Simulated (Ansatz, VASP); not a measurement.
## Two plane-wave programs on Ba

INCAR

```
  PREC = Accurate
  ENCUT = 520
  EDIFF = 1E-6
  ISMEAR = -1
  SIGMA = 0.1
  LREAL = False
  LASPH = True
  NELM = 80
  ALGO = Normal
  ISIF = 2
  LWAVE = False
  LCHARG = True
  GGA = PS
  LELF = True
  LVHAR = True
  NBANDS = 17
```

Contents of KPOINTS:

```
regular mesh
0
Gamma
  8 8 8
```

POSCAR

```
Ba
1.0
    0.0000000000      3.7059091011      3.7059091011
    3.7059091011      0.0000000000      3.7059091011
    3.7059091011      3.7059091011      0.0000000000
Ba
2
Direct
    0.1250000000      0.1250000000      0.1250000000
    0.8750000000      0.8750000000      0.8750000000
```

Input for Ansatz:

```yaml
crystal:
  lattice:
    - [0.0, 3.7059091011, 3.7059091011]
    - [3.7059091011, 0.0, 3.7059091011]
    - [3.7059091011, 3.7059091011, 0.0]
  atoms:
    - { symbol: Ba, position: [0.125, 0.125, 0.125] }
    - { symbol: Ba, position: [0.875, 0.875, 0.875] }
hamiltonian:
  xc: pbesol
  pseudopotentials:
    kind: paw
    azcp:
      Ba: "pseudopotentials/Ba.paw.azcp"
basis:
  ecutwfc: 420
  fft_grid_basis: typed
kpoints:
  mp_grid: { grid: [8, 8, 8], shift: [0, 0, 0] }
magnetization:
  spin_polarized: false
scf:
  occupations: { method: fermi_dirac, width: 0.1 }
  lower_state_search: "off"
output:
  stress: true
```

Alike in both runs: task single point; functional PBEsol; k mesh 8 × 8 × 8; occupations fermi-dirac, width 0.1 eV; no spin polarisation.

|  | VASP | Ansatz |
| --- | --- | --- |
| version | VASP 6.6.1 | Ansatz 0.2.0 |
| potentials or method | VASP PAW PBE potentials, release 64 (Ba_sv), cutoff 520 eV | plane waves (420 eV) with PAW, scalar-relativistic |
| valence electrons in the cell | 20 | 20 |

VASP gave:

- pressure (GPa): 0.7

What did Ansatz give for the same quantities?

Pressure (GPa): 0.0.

VASP's potentials were made for PBE, not for PBEsol, and Ansatz warns of the same on its side. The functional is the same, so the differences come from potentials, cutoffs and numerics.

Spin-orbit coupling is off throughout.
